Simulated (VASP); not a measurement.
Mg9O8 (a cell with a defect), 17 atoms in the cell. The cell holds a defect, 17 atoms: a = 5.871 Å, b = 5.871 Å, c = 5.871 Å, α = 60.00°, β = 60.00°, γ = 60.00°. 

```yaml
Program: VASP 6.6.1
Task: single point
Functional: PBEsol
Potentials_or_basis: VASP PAW PBE potentials, release 64 (Mg, O)
Cutoff: 520 eV
k_mesh: 3 × 3 × 3
Occupations: fermi-dirac, width 0.02 eV
Spin: no spin polarisation
Dipole_correction: no
Further_INCAR_settings: LREAL = Auto; ALGO = Normal; EDIFF = 1e-06; NBANDS = 47
```

Potentials or basis: VASP PAW PBE potentials, release 64 (Mg, O).

Run with:

```sh
$ cat potpaw_PBE.64/Mg/POTCAR potpaw_PBE.64/O/POTCAR > POTCAR
$ mpirun -np 1 vasp_std > vasp.out
```

Hardware: 1 thread of Intel(R) Xeon(R) Platinum 8488C (Sapphire Rapids), with other jobs on the host.

Estimate the wall time of this run.

Wall time 2.5 min on 1 thread of Intel(R) Xeon(R) Platinum 8488C (Sapphire Rapids) (shared host), peak memory 0.34 GiB. Counts: scf iterations 14, k points 14.
